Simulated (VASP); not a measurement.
Write the native input for VASP 6.6.1 that does the following.

| Quantity | Value |
| --- | --- |
| Task | relaxation of cell and atoms |
| Functional | PBE |
| Potentials or basis | VASP PAW PBE potentials, release 64 (Be, S) |
| Cutoff | 600 eV |
| k mesh | 4 × 4 × 4 |
| Occupations | gaussian, width 0.02 eV |
| Spin | no spin polarisation |
| Dipole correction | no |
| Further INCAR settings | LREAL = Auto; ALGO = Normal; EDIFF = 1e-06; IBRION = 2; EDIFFG = -0.01; NSW = 100; ISIF = 3 |

The structure of BeS lies in POSCAR:

```
BeS
1.0
    6.8958514989      0.0000000000      0.0000000000
    0.0000000000      6.8958514989      0.0000000000
    0.0000000000      0.0000000000      5.7197511596
Be S
8 8
Direct
    0.6344275149      0.8655724851      0.9035307231
    0.6344275149      0.1344275149      0.4035307231
    0.3655724851      0.8655724851      0.4035307231
    0.3655724851      0.1344275149      0.9035307231
    0.1344275149      0.3655724851      0.5964692769
    0.8655724851      0.6344275149      0.5964692769
    0.1344275149      0.6344275149      0.0964692769
    0.8655724851      0.3655724851      0.0964692769
    0.6534284600      0.8465715400      0.5341646240
    0.3465715400      0.1534284600      0.5341646240
    0.6534284600      0.1534284600      0.0341646240
    0.3465715400      0.8465715400      0.0341646240
    0.1534284600      0.3465715400      0.9658353760
    0.1534284600      0.6534284600      0.4658353760
    0.8465715400      0.3465715400      0.4658353760
    0.8465715400      0.6534284600      0.9658353760
```

The cell was built from a structure type or drawn by symmetry, and may not be a known phase.

The input as run:

INCAR

```
SYSTEM = BeS
ALGO = Normal ; EDIFF = 1E-6
EDIFFG = -0.01 ; ENCUT = 600
GGA = PE ; IBRION = 2
ISIF = 3 ; ISMEAR = 0
LASPH = .True. ; LCHARG = .False.
LREAL = Auto ; LWAVE = .False.
NELM = 60 ; NSW = 100
PREC = Accurate ; SIGMA = 0.02
```

KPOINTS

```
k-points
0
Gamma
  4 4 4
  0 0 0
```

Potentials or basis: VASP PAW PBE potentials, release 64 (Be, S).

Launch:

```bash
$ cat potpaw_PBE.64/Be/POTCAR potpaw_PBE.64/S/POTCAR > POTCAR
$ mpirun -np 1 vasp_std > vasp.out
```

Results of the run:

```json
{
 "Relaxed volume": "17.02 Å³/atom",
 "Relaxed cell": "a = 6.900 Å, b = 6.900 Å, c = 5.722 Å, α = 90.00°, β = 90.00°, γ = 90.00°",
 "Space group after relaxing (to 0.1 Å)": "P4_2/ncm (No. 138)",
 "Energy gained by relaxing": "0.0 meV/atom",
 "Ionic steps": "2",
 "Pressure after relaxing": "0.0 GPa",
 "Largest force after relaxing": "0.005 eV/Å",
 "Band gap on the k mesh": "3.59 eV"
}
```

Run time: 3.9 min on 1 thread of Intel(R) Xeon(R) 6975P-C (Granite Rapids), with other jobs on the host, peak memory 0.47 GiB.
